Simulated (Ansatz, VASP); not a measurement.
**Ti3W2: VASP beside Ansatz**

```
CELL_PARAMETERS angstrom
4.59490 0.00000 0.00000
-2.29745 3.97930 0.00000
0.00000 0.00000 5.11437
ATOMIC_POSITIONS crystal
Ti 0.00000 0.00000 0.00000
Ti 0.33333 0.66667 0.62780
Ti 0.66667 0.33333 0.37220
W 0.33333 0.66667 0.11121
W 0.66667 0.33333 0.88879
```

Change from the starting cell: species swapped into the Al3Pt2 type (P-3m1, No. 164).

Alike in both runs: functional PBE; k mesh 6 × 6 × 4; occupations gaussian, width 0.1 eV; no spin polarisation.

Ansatz relaxed the structure, and its values are those at the end. VASP's run is a single point on that final structure, the one shown.

|  | VASP | Ansatz |
| --- | --- | --- |
| version | VASP 6.6.1 | Ansatz 0.2.0 |
| potentials or method | VASP PAW PBE potentials, release 64 (Ti_sv, W_sv), cutoff 520 eV | scalar-relativistic, plane waves, PAW |
| valence electrons in the cell | 64 | 64 |

|  | VASP | Ansatz | Ansatz less VASP |
| --- | --- | --- | --- |
| gap on the k mesh at the Fermi level (eV) | none | none | - |
| pressure (GPa) | 0.0 | 0.0 | -0.06 |
| rms of the force components (eV/Å) | 0.010 | 0.004 | -0.0067 |

A gap of «none» marks a metal or a gap that the smearing closes.

Neither program's run includes spin-orbit coupling.
